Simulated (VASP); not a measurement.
# Bi in VASP: a series of runs, part 2 of 2

VASP 6.6.1. Earlier steps stand in the parts before.

## 5. Single point, PBEsol (37.17 Å³/atom)

This run uses another cell than the first one, of 37.17 Å³/atom.

INCAR

```
SYSTEM = Bi
PREC = Accurate
ENCUT = 520
EDIFF = 1E-6
ISMEAR = -1
SIGMA = 0.05
LREAL = .False.
LASPH = .True.
NELM = 80
ALGO = Normal
ISIF = 2
LWAVE = .False.
LCHARG = .False.
GGA = PS
NBANDS = 22
```

KPOINTS

```
Automatic mesh
0
Gamma
  7 7 7
  0 0 0
```

POSCAR

```
Bi
1.0
    2.3119720748      1.3348176998      4.0152352947
   -2.3119720748      1.3348176998      4.0152352947
    0.0000000000     -2.6696353996      4.0152352947
Bi
2
Direct
    0.7660000000      0.7660000000      0.7660000000
    0.2340000000      0.2340000000      0.2340000000
```

Potentials or basis: VASP PAW PBE potentials, release 64 (Bi_d).

Started as:

```bash
> cat potpaw_PBE.64/Bi_d/POTCAR > POTCAR
> mpirun -np 1 vasp_std > vasp.out
```

OUTCAR:

```text
SYSTEM = Bi
   PREC = Accurate
   ENCUT = 520
   EDIFF = 1E-6
   ISMEAR = -1
   LREAL = .False.
   LASPH = .True.
   NELM = 80
   ISIF = 2
   GGA = PS

 ion  position               nearest neighbor table
   1  0.766  0.766  0.766-   2 3.12   2 3.12   2 3.12   2 3.59   2 3.59   2 3.59
   2  0.234  0.234  0.234-   1 3.12   1 3.12   1 3.12   1 3.59   1 3.59   1 3.59

  LATTYP: Found a trigonal (rhomboedric) cell.
 ALAT       =     4.8217286981
 COS(alpha) =     0.5401781303

  Lattice vectors:

 A1 = (   2.3119720748,   1.3348176998,   4.0152352947)
 A2 = (  -2.3119720748,   1.3348176998,   4.0152352947)
 A3 = (   0.0000000000,  -2.6696353996,   4.0152352947)

Analysis of symmetry for initial positions (statically):
=====================================================================
 Subroutine PRICEL returns:
 Original cell was already a primitive cell.

 Routine SETGRP: Setting up the symmetry group for a
 trigonal (rhombohedral) supercell.

 Subroutine GETGRP returns: Found 12 space group operations
 (whereof 12 operations were pure point group operations)
 out of a pool of 12 trial point group operations.

The static configuration has the point symmetry D_3d.

Analysis of symmetry for dynamics (positions and initial velocities):
=====================================================================
 Subroutine PRICEL returns:
 Original cell was already a primitive cell.

 Routine SETGRP: Setting up the symmetry group for a
 trigonal (rhombohedral) supercell.

 Subroutine GETGRP returns: Found 12 space group operations
 (whereof 12 operations were pure point group operations)
 out of a pool of 12 trial point group operations.

The dynamic configuration has the point symmetry D_3d.

 Subroutine INISYM returns: Found 12 space group operations
 (whereof 12 operations are pure point group operations),
 and found     1 'primitive' translations

----------------------------------------------------------------------------------------

                                     Primitive cell

  volume of cell :      74.3476

  direct lattice vectors                    reciprocal lattice vectors
     2.311972075  1.334817700  4.015235295     0.216265588  0.124860995  0.083017136
    -2.311972075  1.334817700  4.015235295    -0.216265588  0.124860995  0.083017136
     0.000000000 -2.669635400  4.015235295     0.000000000 -0.249721991  0.083017136

  length of vectors
     4.821728698  4.821728698  4.821728698     0.263159491  0.263159491  0.263159491

  position of ions in fractional coordinates (direct lattice)
     0.766000000  0.766000000  0.766000000
     0.234000000  0.234000000  0.234000000

  ion indices of the primitive-cell ions
   primitive index   ion index
                 1           1
                 2           2

----------------------------------------------------------------------------------------

 KPOINTS: Automatic mesh

Automatic generation of k-mesh.
 Grid dimensions read from file:
 generate k-points for:    7    7    7

 Generating k-lattice:

  Cartesian coordinates                     Fractional coordinates (reciprocal lattice)
     0.030895084  0.017837285  0.011859591     0.142857143  0.000000000  0.000000000
    -0.030895084  0.017837285  0.011859591     0.000000000  0.142857143  0.000000000
     0.000000000 -0.035674570  0.011859591     0.000000000  0.000000000  0.142857143

  Length of vectors
     0.037594213  0.037594213  0.037594213

  Shift w.r.t. Gamma in fractional coordinates (k-lattice)
     0.000000000  0.000000000  0.000000000

 Subroutine IBZKPT returns following result:
 ===========================================

 Found     44 irreducible k-points:

 Following reciprocal coordinates:
            Coordinates               Weight
  0.000000  0.000000  0.000000      1.000000
  0.142857  0.000000 -0.000000      6.000000
  0.285714 -0.000000  0.000000      6.000000
  0.428571  0.000000 -0.000000      6.000000
  0.142857  0.142857 -0.000000      6.000000
  0.285714  0.142857  0.000000     12.000000
[... 16 lines left out ...]
  0.285714  0.285714  0.142857      6.000000
  0.428571  0.285714  0.142857     12.000000
 [... further k-points ...]
   k-points           NKPTS =     44   k-points in BZ     NKDIM =     44   number of bands    NBANDS=     22
   number of dos      NEDOS =    301   number of ions     NIONS =      2
   total plane-waves  NPLWV =  46656
   dimension x,y,z NGX =    36 NGY =   36 NGZ =   36
   dimension x,y,z NGXF=    72 NGYF=   72 NGZF=   72
   ions per type =               2
   NGX,Y,Z   is equivalent  to a cutoff of  12.41, 12.41, 12.41 a.u.
   NGXF,Y,Z  is equivalent  to a cutoff of  24.82, 24.82, 24.82 a.u.
 SYSTEM =  Bi
   PREC   = accura    normal or accurate (medium, high low for compatibility)
   ISTART =      0    job   : 0-new  1-cont  2-samecut
   ICHARG =      2    charge: 1-file 2-atom 10-const
   ISPIN  =      1    spin polarized calculation?
   LNONCOLLINEAR =      F non collinear calculations
   LSORBIT =      F    spin-orbit coupling
   LASPH  =      T    aspherical Exc in radial PAW
   ENCUT  =  520.0 eV  38.22 Ry    6.18 a.u.   8.97  8.97  8.97*2*pi/ulx,y,z
   NELM   =     80;   NELMIN=  2; NELMDL= -5     # of ELM steps
   EDIFF  = 0.1E-05   stopping-criterion for ELM
   LREAL  =      F    real-space projection
   EDIFFG = 0.1E-04   stopping-criterion for IOM
   NSW    =      0    number of steps for IOM
   IBRION =     -1    ionic relax: 0-MD 1-quasi-New 2-CG
   NFREE  =      0    steps in history (QN), initial steepest desc. (CG)
   ISIF   =      2    stress and relaxation
   ISYM   =      2    0-nonsym 1-usesym 2-fastsym
   POTIM  = 0.5000    time-step for ionic-motion
   TEBEG  =    0.0;   TEEND  =   0.0 temperature during run
   PSTRESS=    0.0 pullay stress
   NELECT =      30.0000    total number of electrons
   NUPDOWN=      -1.0000    fix difference up-down
   EMIN   =  10.00;   EMAX   =-10.00  energy-range for DOS
   EFERMI =   0.00;   METHOD = LEGACY
   ISMEAR =    -1;   SIGMA  =   0.05  broadening in eV -4-tet -1-fermi 0-gaus
   EFERMI_NEDOS =   21; number of points for ismear=-14 and -15
   IALGO  =     38    algorithm
   IMIX   =      4    mixing-type and parameters
     AMIX     =   0.40;   BMIX     =  1.00
     AMIX_MAG =   1.60;   BMIX_MAG =  1.00
  volume/ion in A,a.u.               =      37.17       250.86
  Fermi-wavevector in a.u.,A,eV,Ry     =   1.209743  2.286082 19.911817  1.463477
  Thomas-Fermi vector in A             =   2.345311
   LORBIT       =      0    0 simple, 1 ext, 2 COOP (PROOUT), +10 PAW based schemes
   GGA     = PS    functional components
   LHFCALC =     F    Hartree Fock is set to
   AEXX    =    0.0000 exact exchange contribution
   IVDW    =     0    specifies the selected vdW correction
   LEPSILON=     F    determine dielectric tensor
   LRPA    =     F    only Hartree local field effects (RPA)
 non-spin polarized calculation
  energy-cutoff  :      520.00
  volume of cell :       74.35
 maximum number of plane-waves:      2028
   NGX = 17   NGY = 17   NGZ = 17

 number of electron      29.9999997 magnetization

 Free energy of the ion-electron system (eV)
  ---------------------------------------------------
  ext. energy  EPLUGINS =         0.00000000
  ---------------------------------------------------
  free energy    TOTEN  =        -8.58106377 eV

  energy without entropy =       -8.57935005  energy(sigma->0) =       -8.58020691

 E-fermi :   5.4325     XC(G=0):  -9.4504

 val. band max:        5.2919028422   @ k =   0.4286   0.2857   0.2857
 cond. band min:       5.5284300001   @ k =   0.4286   0.0000  -0.0000
 fundamental gap:      0.2365271579
 Fermi energy:         5.4325258761

 k-point     1 :       0.0000    0.0000    0.0000
  band No.  band energies     occupation
      1     -17.2184      2.00000
      2     -17.2184      2.00000
      3     -17.0889      2.00000
      4     -17.0889      2.00000
      5     -17.0767      2.00000
      6     -16.9363      2.00000
[... 14 lines left out ...]
     21      11.2975      0.00000
     22      11.3014      0.00000
[... 552 lines left out ...]
  band No.  band energies     occupation
      1     -17.1895      2.00000
      2     -17.1271      2.00000
      3     -17.0768      2.00000
      4     -17.0523      2.00000
      5     -17.0373      2.00000
      6     -16.9706      2.00000
[... 14 lines left out ...]
     21      13.5053      0.00000
     22      14.3431      0.00000

 [... further k-points ...]

------------------------ aborting loop because EDIFF is reached ----------------------------------------

  FORCE on cell =-STRESS in cart. coord.  units (eV):
  Direction    XX          YY          ZZ          XY          YZ          ZX
  --------------------------------------------------------------------------------------
  -------------------------------------------------------------------------------------
  Total       -1.3611840     -1.3611840     -1.2494109      0.0000000      0.0000000      0.0000000
  in kB      -29.3332797    -29.3332797    -26.9245889      0.0000000      0.0000000      0.0000000
  external PRESSURE =     -28.5303828 kB  Pullay stress =       0.0000000 kB

 VOLUME and BASIS-vectors are now :
 -----------------------------------------------------------------------------
  energy-cutoff  :      520.00
  volume of cell :       74.35
      direct lattice vectors                 reciprocal lattice vectors
     2.311972075  1.334817700  4.015235295     0.216265588  0.124860995  0.083017136
    -2.311972075  1.334817700  4.015235295    -0.216265588  0.124860995  0.083017136
     0.000000000 -2.669635400  4.015235295     0.000000000 -0.249721991  0.083017136

 POSITION                                       TOTAL-FORCE (eV/Angst)
 -----------------------------------------------------------------------------------
      0.00000      0.00000      9.22701         0.000000     -0.000000      0.112297
      0.00000      0.00000      2.81870         0.000000      0.000000     -0.112297
 -----------------------------------------------------------------------------------
    total drift:                               -0.000000      0.000000     -0.000000

  FREE ENERGIE OF THE ION-ELECTRON SYSTEM (eV)
  ---------------------------------------------------
  free  energy   TOTEN  =        -8.5810637655 eV

  energy  without entropy=       -8.5793500501  energy(sigma->0) =       -8.58020691
```

OSZICAR:

```text
N       E                     dE             d eps       ncg     rms          rms(c)
DAV:   1     0.303083413568E+03    0.30308E+03   -0.16118E+04  1948   0.161E+03
DAV:   2     0.173993943099E+02   -0.28568E+03   -0.27822E+03  1984   0.427E+02
DAV:   3    -0.770539572573E+01   -0.25105E+02   -0.24854E+02  2386   0.142E+02
DAV:   4    -0.856200253645E+01   -0.85661E+00   -0.85630E+00  2394   0.287E+01
DAV:   5    -0.859577884727E+01   -0.33776E-01   -0.33775E-01  2762   0.515E+00    0.102E+00
DAV:   6    -0.858497968885E+01    0.10799E-01   -0.21717E-02  2542   0.161E+00    0.605E-01
DAV:   7    -0.858106713383E+01    0.39126E-02   -0.14224E-02  2466   0.132E+00    0.120E-01
DAV:   8    -0.858105342073E+01    0.13713E-04   -0.16161E-03  2266   0.480E-01    0.187E-02
DAV:   9    -0.858106457289E+01   -0.11152E-04   -0.65855E-05  2930   0.608E-02    0.966E-03
DAV:  10    -0.858106376547E+01    0.80742E-06   -0.35698E-06  1932   0.168E-02
   1 F= -.85810638E+01 E0= -.85802069E+01  d E =-.171372E-02
```

Wall time 42 s (1 thread of Intel Xeon 8259CL, shared host); peak memory 0.23 GiB.

Results:

- Free energy: -8.5811 eV
- Pressure: -2.9 GPa
- Largest force: 0.112 eV/Å

Forces on the atoms (eV/Å):
```
Bi   0.000  0.000  0.112
Bi   0.000  0.000 -0.112
```

Caveat: the PAW data sets were made with another functional, which shifts forces and pressure a little; spin-orbit coupling is left out, which moves the levels of the heavy elements.

## 6. Single point, RPBE (the cell strained at random)

INCAR

```
SYSTEM = Bi
PREC = Accurate
ENCUT = 520
EDIFF = 1E-6
ISMEAR = 1
SIGMA = 0.2
LREAL = .False.
LASPH = .True.
NELM = 80
ALGO = Normal
ISIF = 2
LWAVE = .False.
LCHARG = .False.
GGA = RP
NBANDS = 22
```

KPOINTS is that of step 5.

POSCAR

```
Bi
1.0
    2.3107024155      1.3328779628      4.1910616958
   -2.3052808598      1.3317381160      4.1854893642
    0.0017736670     -2.6656339246      4.1906953818
Bi
2
Direct
    0.7692219824      0.7683196093      0.7691384362
    0.2307780176      0.2316803907      0.2308615638
```

Potentials or basis: VASP PAW PBE potentials, release 64 (Bi_d).

Started as:

```bash
> cat potpaw_PBE.64/Bi_d/POTCAR > POTCAR
> mpirun -np 1 vasp_std > vasp.out
```

Wall time 4.1 min (1 thread of AMD EPYC 7R13 (Zen 3), shared host); peak memory 0.36 GiB.

It converged, with:

```yaml
Free_energy: -7.0598 eV
Pressure: -0.1 GPa
Largest_force: 0.013 eV/Å
```

Forces on the atoms (eV/Å):
```
Bi  -0.001  0.001 -0.013
Bi   0.001 -0.001  0.013
```

Levels at points of the mesh, in eV from the Fermi level:
```tsv
k point	band 13	band 14	band 15	band 16	band 17	band 18
(0.00, 0.00, 0.00)	-1.40	-0.97	-0.96	2.19	2.77	2.77
```

Caveat: the cell differs from its parent crystal (the cell strained at random); the PAW data sets were made with another functional, which shifts forces and pressure a little; spin-orbit coupling is left out, which moves the levels of the heavy elements.

## 7. Summary

```tsv
level	spin	cell	smearing	pressure (GPa)	moment (μB)	largest force (eV/Å)
RPBE	collinear	a = 4.390 Å, angles 57.3°, 2 atoms, atomic positions A	gaussian 0.01 eV	23.3	0.00	1.61
PBEsol+D3(BJ)	collinear	a = 4.729 Å, angles 57.3°, 2 atoms, atomic positions A	methfessel-paxton 0.15 eV	-2.5	0.00	0.13
PBEsol	off	a = 4.697 Å, angles 57.3°, 2 atoms, atomic positions A	fermi-dirac 0.05 eV	0.6	-	0.23
PBEsol	off	a = 4.822 Å, angles 57.3°, 2 atoms, atomic positions A	fermi-dirac 0.05 eV	-2.9	-	0.11
RPBE	off	a = 4.968, b = 4.960, c = 4.967 Å, angles 55.4°, 2 atoms, atomic positions B	methfessel-paxton 0.2 eV	-0.1	-	0.01
```

Alike in all rows: task single point; potentials or basis VASP PAW PBE potentials, release 64 (Bi_d); k mesh 7 × 7 × 7; cutoff (eV) 520.

Caveats: the PAW data sets were made with another functional, which shifts forces and pressure a little; spin-orbit coupling is left out, which moves the levels of the heavy elements; the cell stands under pressure (at least some runs); three body term missing (at least some runs).

Total energies depend on the potentials used, so only differences within one code and one set of settings carry meaning.
